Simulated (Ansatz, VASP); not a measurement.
# Nb in VASP and in Ansatz

```
Nb
1.0
     0.00000    2.11500    2.10442
     2.11500    0.00000    2.10442
     2.11500    2.11500    0.00000
Nb
1
Direct
  0.00000 0.00000 0.00000
```

Change from the starting cell: strain -0.0050 x Voigt [0, 0, 1, 0, 0, 0], atoms carried along.

Alike in both runs: task single point; functional PBEsol; k mesh 20 × 20 × 20; occupations gaussian, width 0.15 eV; no spin polarisation.

|  | VASP | Ansatz |
| --- | --- | --- |
| version | VASP 6.6.1 | Ansatz 0.2.0 |
| potentials or method | VASP PAW PBE potentials, release 64 (Nb_sv), cutoff 520 eV | scalar-relativistic, plane waves, PAW |
| valence electrons in the cell | 13 | 13 |

```tsv
	VASP	Ansatz	Ansatz less VASP
gap on the k mesh at the Fermi level (eV)	none	none	-
pressure (GPa)	-6.5	-6.2	+0.31
traceless stress, the component that is largest in VASP (GPa)	-0.93	-0.93	-0.005
```

VASP's potentials were made for PBE, not for PBEsol. A gap of «none» marks a metal or a gap that the smearing closes.
